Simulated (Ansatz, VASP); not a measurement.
# BP2: VASP beside Ansatz

```
B P
1.0
     1.51487    0.87461    4.50808
    -1.51487    0.87461    4.50808
     0.00000   -1.74922    4.50808
B P
1 2
Direct
  0.00000 0.00000 0.00000
  0.24540 0.24540 0.24540
  0.75460 0.75460 0.75460
```

Change from the starting cell: species swapped into the NiCl2 type (R-3m, No. 166).

Alike in both runs: functional PBE; k mesh 7 × 7 × 7; occupations gaussian, width 0.2 eV; no spin polarisation.

Ansatz relaxed the structure, and its values are those at the end. VASP's run is a single point on that final structure, the one shown.

|  | VASP | Ansatz |
| --- | --- | --- |
| version | VASP 6.6.1 | Ansatz 0.2.0 |
| potentials or method | VASP PAW PBE potentials, release 64 (B, P), cutoff 500 eV | scalar-relativistic, plane waves, PAW |
| valence electrons in the cell | 13 | 13 |

Ansatz gave:

```
gap on the k mesh at the Fermi level (eV) : none
pressure (GPa)                            : 0.0
rms of the force components (eV/Å)        : 0.004
```

Q: What did VASP give for the same quantities?

A: gap on the k mesh at the Fermi level (eV): none; pressure (GPa): -0.2; rms of the force components (eV/Å): 0.008.

A gap of «none» marks a metal or a gap that the smearing closes.
